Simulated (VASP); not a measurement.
# Al3C8 (P6/mmm) in VASP: single point with PBE

Aim: the single point of Al3C8 with PBE.

All numbers are computed with VASP 6.6.1; they aren't measurements. Logs are shortened: lines on timing, memory, paths and dates and some standing lists are left out, and cuts for length are marked.

**1. The cell of the first run**

Symmetry: P6/mmm, No. 191, hexagonal system. The conventional cell has a = 4.912 Å, b = 4.912 Å, c = 3.016 Å, α = 90.00°, β = 90.00°, γ = 120.00°. Al (site symmetry mmm) has 12 C at 2.07 Å and 4 Al at 2.46 Å within 2.7 Å. Within 1.9 Å of C (site symmetry mm2) lie 3 C at 1.42 Å. C (site symmetry -6m2) has 3 C at 1.42 Å within 1.9 Å.

**2. Single point, PBE**

INCAR reads:

```
SYSTEM = Al3C8
PREC = Accurate
ENCUT = 520
EDIFF = 1E-7
ISMEAR = 0
SIGMA = 0.1
LREAL = .False.
LASPH = .True.
NELM = 60
ALGO = Normal
ISIF = 2
LWAVE = .False.
LCHARG = .True.
GGA = PE
LELF = .True.
LVHAR = .True.
NBANDS = 32
```

KPOINTS reads:

```
regular mesh
0
Gamma
  6 6 6
  0 0 0
```

POSCAR reads:

```
Al3C8
1.0
    4.9120360200      0.0000000000      0.0000000000
   -2.4560180100      4.2539479800      0.0000000000
    0.0000000000      0.0000000000      3.0161068800
Al C
3 8
Direct
    0.0000000000      0.5000000000      0.5000000000
    0.5000000000      0.0000000000      0.5000000000
    0.5000000000      0.5000000000      0.5000000000
    0.8333333300      0.6666666700      0.0000000000
    0.8333333300      0.1666666700      0.0000000000
    0.3333333300      0.6666666700      0.0000000000
    0.3333333300      0.1666666700      0.0000000000
    0.6666666700      0.8333333300      0.0000000000
    0.6666666700      0.3333333300      0.0000000000
    0.1666666700      0.8333333300      0.0000000000
    0.1666666700      0.3333333300      0.0000000000
```

Potentials or basis: VASP PAW PBE potentials, release 64 (Al, C).

The run is started by

```sh
cat potpaw_PBE.64/Al/POTCAR potpaw_PBE.64/C/POTCAR > POTCAR
mpirun -np 1 vasp_std > vasp.out
```

OUTCAR:

```text
SYSTEM = Al3C8
   PREC = Accurate
   ENCUT = 520
   EDIFF = 1E-7
   ISMEAR = 0
   LREAL = .False.
   LASPH = .True.
   NELM = 60
   ISIF = 2
   GGA = PE

 ion  position               nearest neighbor table
   1  0.000  0.500  0.500-   6 2.07   9 2.07   6 2.07   9 2.07   5 2.07   5 2.07  10 2.07  10 2.07
                            11 2.07   4 2.07   4 2.07  11 2.07   3 2.46   3 2.46   2 2.46   2 2.46
   2  0.500  0.000  0.500-   5 2.07  10 2.07   5 2.07  10 2.07   9 2.07   6 2.07   9 2.07   6 2.07
                             7 2.07   8 2.07   7 2.07   8 2.07   1 2.46   3 2.46   3 2.46   1 2.46
   3  0.500  0.500  0.500-   4 2.07  11 2.07   4 2.07  11 2.07   8 2.07   7 2.07   8 2.07   7 2.07
                             6 2.07   9 2.07   9 2.07   6 2.07   1 2.46   1 2.46   2 2.46   2 2.46
   4  0.833  0.667  0.000-   8 1.42  10 1.42   9 1.42   3 2.07   3 2.07   1 2.07   1 2.07
   5  0.833  0.167  0.000-   9 1.42  11 1.42   8 1.42   2 2.07   2 2.07   1 2.07   1 2.07
   6  0.333  0.667  0.000-  10 1.42   8 1.42  11 1.42   1 2.07   1 2.07   2 2.07   2 2.07   3 2.07
                             3 2.07
   7  0.333  0.167  0.000-  11 1.42   9 1.42  10 1.42   3 2.07   3 2.07   2 2.07   2 2.07
   8  0.667  0.833  0.000-   4 1.42   6 1.42   5 1.42   3 2.07   3 2.07   2 2.07   2 2.07
   9  0.667  0.333  0.000-   5 1.42   7 1.42   4 1.42   1 2.07   1 2.07   2 2.07   2 2.07   3 2.07
                             3 2.07
  10  0.167  0.833  0.000-   6 1.42   4 1.42   7 1.42   2 2.07   2 2.07   1 2.07   1 2.07
  11  0.167  0.333  0.000-   7 1.42   5 1.42   6 1.42   3 2.07   3 2.07   1 2.07   1 2.07

  LATTYP: Found a hexagonal cell.
 ALAT       =     4.9120360200
 C/A-ratio  =     0.6140237709

  Lattice vectors:

 A1 = (   4.9120360200,   0.0000000000,   0.0000000000)
 A2 = (  -2.4560180100,   4.2539479800,   0.0000000000)
 A3 = (   0.0000000000,   0.0000000000,   3.0161068800)

Analysis of symmetry for initial positions (statically):
=====================================================================
 Subroutine PRICEL returns:
 Original cell was already a primitive cell.

 Routine SETGRP: Setting up the symmetry group for a
 hexagonal supercell.

 Subroutine GETGRP returns: Found 24 space group operations
 (whereof 24 operations were pure point group operations)
 out of a pool of 24 trial point group operations.

The static configuration has the point symmetry D_6h.

Analysis of symmetry for dynamics (positions and initial velocities):
=====================================================================
 Subroutine PRICEL returns:
 Original cell was already a primitive cell.

 Routine SETGRP: Setting up the symmetry group for a
 hexagonal supercell.

 Subroutine GETGRP returns: Found 24 space group operations
 (whereof 24 operations were pure point group operations)
 out of a pool of 24 trial point group operations.

The dynamic configuration has the point symmetry D_6h.

 Subroutine INISYM returns: Found 24 space group operations
 (whereof 24 operations are pure point group operations),
 and found     1 'primitive' translations

----------------------------------------------------------------------------------------

                                     Primitive cell

  volume of cell :      63.0232

  direct lattice vectors                    reciprocal lattice vectors
     4.912036020  0.000000000  0.000000000     0.203581569  0.117537874  0.000000000
    -2.456018010  4.253947980  0.000000000     0.000000000  0.235075747  0.000000000
     0.000000000  0.000000000  3.016106880     0.000000000  0.000000000  0.331553237

  length of vectors
     4.912036020  4.912036022  3.016106880     0.235075747  0.235075747  0.331553237

  position of ions in fractional coordinates (direct lattice)
     0.000000000  0.500000000  0.500000000
     0.500000000  0.000000000  0.500000000
     0.500000000  0.500000000  0.500000000
     0.833333330  0.666666670  0.000000000
     0.833333330  0.166666670  0.000000000
     0.333333330  0.666666670  0.000000000
     0.333333330  0.166666670  0.000000000
     0.666666670  0.833333330  0.000000000
     0.666666670  0.333333330  0.000000000
     0.166666670  0.833333330  0.000000000
     0.166666670  0.333333330  0.000000000

  ion indices of the primitive-cell ions
   primitive index   ion index
                 1           1
                 2           2
                 3           3
                 4           4
                 5           5
                 6           6
                 7           7
                 8           8
                 9           9
                10          10
                11          11

----------------------------------------------------------------------------------------

 KPOINTS: regular mesh

Automatic generation of k-mesh.
 Grid dimensions read from file:
 generate k-points for:    6    6    6

 Generating k-lattice:

  Cartesian coordinates                     Fractional coordinates (reciprocal lattice)
     0.033930262  0.019589646  0.000000000     0.166666667 -0.000000000  0.000000000
     0.000000000  0.039179291  0.000000000     0.000000000  0.166666667  0.000000000
     0.000000000  0.000000000  0.055258873     0.000000000  0.000000000  0.166666667

  Length of vectors
     0.039179291  0.039179291  0.055258873

  Shift w.r.t. Gamma in fractional coordinates (k-lattice)
     0.000000000  0.000000000  0.000000000

 Subroutine IBZKPT returns following result:
 ===========================================

 Found     28 irreducible k-points:

 Following reciprocal coordinates:
            Coordinates               Weight
  0.000000  0.000000  0.000000      1.000000
  0.166667  0.000000  0.000000      6.000000
  0.333333 -0.000000  0.000000      6.000000
  0.500000  0.000000  0.000000      3.000000
  0.166667  0.166667  0.000000      6.000000
  0.333333  0.166667  0.000000     12.000000
[... 16 lines left out ...]
  0.166667  0.000000  0.500000      6.000000
  0.333333 -0.000000  0.500000      6.000000
 [... further k-points ...]
   k-points           NKPTS =     28   k-points in BZ     NKDIM =     28   number of bands    NBANDS=     32
   number of dos      NEDOS =    301   number of ions     NIONS =     11
   total plane-waves  NPLWV =  38400
   dimension x,y,z NGX =    40 NGY =   40 NGZ =   24
   dimension x,y,z NGXF=    80 NGYF=   80 NGZF=   48
   ions per type =               3   8
   NGX,Y,Z   is equivalent  to a cutoff of  13.54, 13.54, 13.23 a.u.
   NGXF,Y,Z  is equivalent  to a cutoff of  27.08, 27.08, 26.46 a.u.
 SYSTEM =  Al3C8
   PREC   = accura    normal or accurate (medium, high low for compatibility)
   ISTART =      0    job   : 0-new  1-cont  2-samecut
   ICHARG =      2    charge: 1-file 2-atom 10-const
   ISPIN  =      1    spin polarized calculation?
   LNONCOLLINEAR =      F non collinear calculations
   LSORBIT =      F    spin-orbit coupling
   LASPH  =      T    aspherical Exc in radial PAW
   ENCUT  =  520.0 eV  38.22 Ry    6.18 a.u.   9.13  9.13  5.61*2*pi/ulx,y,z
   NELM   =     60;   NELMIN=  2; NELMDL= -5     # of ELM steps
   EDIFF  = 0.1E-06   stopping-criterion for ELM
   LREAL  =      F    real-space projection
   EDIFFG = 0.1E-05   stopping-criterion for IOM
   NSW    =      0    number of steps for IOM
   IBRION =     -1    ionic relax: 0-MD 1-quasi-New 2-CG
   NFREE  =      0    steps in history (QN), initial steepest desc. (CG)
   ISIF   =      2    stress and relaxation
   ISYM   =      2    0-nonsym 1-usesym 2-fastsym
   POTIM  = 0.5000    time-step for ionic-motion
   TEBEG  =    0.0;   TEEND  =   0.0 temperature during run
   PSTRESS=    0.0 pullay stress
   NELECT =      41.0000    total number of electrons
   NUPDOWN=      -1.0000    fix difference up-down
   EMIN   =  10.00;   EMAX   =-10.00  energy-range for DOS
   EFERMI =   0.00;   METHOD = LEGACY
   ISMEAR =     0;   SIGMA  =   0.10  broadening in eV -4-tet -1-fermi 0-gaus
   EFERMI_NEDOS =   21; number of points for ismear=-14 and -15
   IALGO  =     38    algorithm
   IMIX   =      4    mixing-type and parameters
     AMIX     =   0.40;   BMIX     =  1.00
     AMIX_MAG =   1.60;   BMIX_MAG =  1.00
  volume/ion in A,a.u.               =       5.73        38.66
  Fermi-wavevector in a.u.,A,eV,Ry     =   1.418522  2.680617 27.377693  2.012204
  Thomas-Fermi vector in A             =   2.539638
   LORBIT       =      0    0 simple, 1 ext, 2 COOP (PROOUT), +10 PAW based schemes
   GGA     = PE    functional components
   LHFCALC =     F    Hartree Fock is set to
   AEXX    =    0.0000 exact exchange contribution
   IVDW    =     0    specifies the selected vdW correction
   LEPSILON=     F    determine dielectric tensor
   LRPA    =     F    only Hartree local field effects (RPA)
 non-spin polarized calculation
 Gauss-broadening in eV      SIGMA  =   0.10
  energy-cutoff  :      520.00
  volume of cell :       63.02
 maximum number of plane-waves:      1731
 NGX is ok and might be reduce to    40
   NGX = 19   NGY = 19   NGZ = 11

 number of electron      41.0000001 magnetization

 Free energy of the ion-electron system (eV)
  ---------------------------------------------------
  ext. energy  EPLUGINS =         0.00000000
  ---------------------------------------------------
  free energy    TOTEN  =       -59.23377125 eV

  energy without entropy =      -59.22135931  energy(sigma->0) =      -59.22756528

 E-fermi :  17.8446     XC(G=0): -13.6167

 val. band max:       17.8361570186   @ k =   0.0000   0.0000   0.3333
 cond. band min:      17.8523614112   @ k =   0.1667   0.1667   0.0000
 fundamental gap:      0.0162043926
 Fermi energy:        17.8445738202

 k-point     1 :       0.0000    0.0000    0.0000
  band No.  band energies     occupation
      1      -9.3564      2.00000
      2      -4.1667      2.00000
      3      -3.1391      2.00000
      4      -3.1391      2.00000
      5      -2.9659      2.00000
      6      -2.9659      2.00000
[... 829 lines left out ...]
     31      25.9500      0.00000
     32      26.4097      0.00000

 [... further k-points ...]

------------------------ aborting loop because EDIFF is reached ----------------------------------------

  FORCE on cell =-STRESS in cart. coord.  units (eV):
  Direction    XX          YY          ZZ          XY          YZ          ZX
  --------------------------------------------------------------------------------------
  -------------------------------------------------------------------------------------
  Total       49.1189969     49.1189970     69.9445078      0.0000000     -0.0000000      0.0000000
  in kB     1248.7043568   1248.7043582   1778.1310101      0.0000000     -0.0000000      0.0000000
  external PRESSURE =    1425.1799084 kB  Pullay stress =       0.0000000 kB

 VOLUME and BASIS-vectors are now :
 -----------------------------------------------------------------------------
  energy-cutoff  :      520.00
  volume of cell :       63.02
      direct lattice vectors                 reciprocal lattice vectors
     4.912036020  0.000000000  0.000000000     0.203581569  0.117537874  0.000000000
    -2.456018010  4.253947980  0.000000000     0.000000000  0.235075747  0.000000000
     0.000000000  0.000000000  3.016106880     0.000000000  0.000000000  0.331553237

 POSITION                                       TOTAL-FORCE (eV/Angst)
 -----------------------------------------------------------------------------------
     -1.22801      2.12697      1.50805        -0.000000      0.000000      0.000000
      2.45602      0.00000      1.50805        -0.000000      0.000000      0.000000
      1.22801      2.12697      1.50805        -0.000000      0.000000      0.000000
      2.45602      2.83597      0.00000        -0.000000      1.293467      0.000000
      3.68403      0.70899      0.00000         1.120176     -0.646734     -0.000000
     -0.00000      2.83597      0.00000        -0.000000      0.000000      0.000000
      1.22801      0.70899      0.00000        -1.120176     -0.646734      0.000000
      1.22801      3.54496      0.00000         1.120176      0.646734      0.000000
      2.45602      1.41798      0.00000        -0.000000      0.000000      0.000000
     -1.22801      3.54496      0.00000        -1.120176      0.646734     -0.000000
      0.00000      1.41798      0.00000        -0.000000     -1.293467     -0.000000
 -----------------------------------------------------------------------------------
    total drift:                                0.000000     -0.000000      0.000000

  FREE ENERGIE OF THE ION-ELECTRON SYSTEM (eV)
  ---------------------------------------------------
  free  energy   TOTEN  =       -59.2337712457 eV

  energy  without entropy=      -59.2213593068  energy(sigma->0) =      -59.22756528
```

It took 54 s on 1 thread of Intel Xeon Platinum 8175M at 2.50GHz (Skylake/Cascade Lake), shared host; peak memory 0.2 GiB.

What came out:

```yaml
Free_energy: -59.2338 eV
Pressure: 142.5 GPa
Largest_force: 1.293 eV/Å
```

Forces in eV/Å, atoms in the order of the input:
```
Al   0.000  0.000  0.000
Al   0.000  0.000  0.000
Al   0.000  0.000  0.000
C    0.000  1.293  0.000
C    1.120 -0.647  0.000
C    0.000  0.000  0.000
C   -1.120 -0.647  0.000
C    1.120  0.647  0.000
C    0.000  0.000  0.000
C   -1.120  0.647  0.000
C    0.000 -1.293  0.000
```

Stress tensor (GPa, compression positive):
```
124.87   0.00   0.00
  0.00 124.87   0.00
  0.00   0.00 177.81
```

Caveat: forces of over 1 eV/Å act on the atoms, so gaps and moduli don't describe the material at rest.
